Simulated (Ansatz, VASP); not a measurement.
# One calculation of Si, two programs

Contents of INCAR:

```
PREC = Accurate
ENCUT = 520
EDIFF = 1E-6
ISMEAR = 0
SIGMA = 0.05
LREAL = False
LASPH = True
NELM = 100
ALGO = Normal
ISIF = 2
LWAVE = False
LCHARG = False
GGA = PE
NBANDS = 11
```

File KPOINTS:

```
Automatic mesh
0
Gamma
  10 10 10
```

POSCAR

```
Si
1.0
    0.0475207250      2.7154700000      2.7154700000
    2.7629907250      0.0000000000      2.7629907250
    2.7154700000      2.7154700000      0.0475207250
Si
2
Direct
    0.5000000000      0.5000000000      0.5000000000
    0.7500000000      0.7500000000      0.7500000000
```

Input for Ansatz:

```yaml
crystal:
  lattice:
    - [0.047520725, 2.71547, 2.71547]
    - [2.762990725, 0.0, 2.762990725]
    - [2.71547, 2.71547, 0.047520725]
  atoms:
    - { symbol: Si, position: [0.5, 0.5, 0.5] }
    - { symbol: Si, position: [0.75, 0.75, 0.75] }
basis:
  ecutwfc: 420
kpoints:
  mp_grid: { grid: [10, 10, 10] }
hamiltonian:
  xc: pbe
scf:
  occupations: { method: gaussian, width: 0.05 }
output:
  forces: true
  stress: true
  eigenvalues: true
  write_density: true
  write_potential: true
  elf: true
  volumetric_format: npy
```

Change from the starting cell: strain +0.0350 x Voigt [0, 0, 0, 0, 1, 0], atoms carried along.

Alike in both runs: task single point; functional PBE; k mesh 10 × 10 × 10; occupations gaussian, width 0.05 eV; no spin polarisation.

```csv
,VASP,Ansatz
version,VASP 6.6.1,Ansatz 0.2.0
potentials or method,"VASP PAW PBE potentials, release 64 (Si), cutoff 520 eV","scalar-relativistic, plane waves, PAW"
valence electrons in the cell,8,8
```

```csv
,VASP,Ansatz,Ansatz less VASP
gap on the k mesh at the Fermi level (eV),0.47,0.47,+0.001
least direct gap on the mesh (eV),2.26,2.25,-0.004
pressure (GPa),2.1,2.2,+0.08
"traceless stress, the component that is largest in VASP (GPa)",-3.69,-3.68,+0.009
rms of the force components (eV/Å),0.201,0.202,+0.0012
```

Atom by atom the forces differ by 0.001 eV/Å (rms over components).
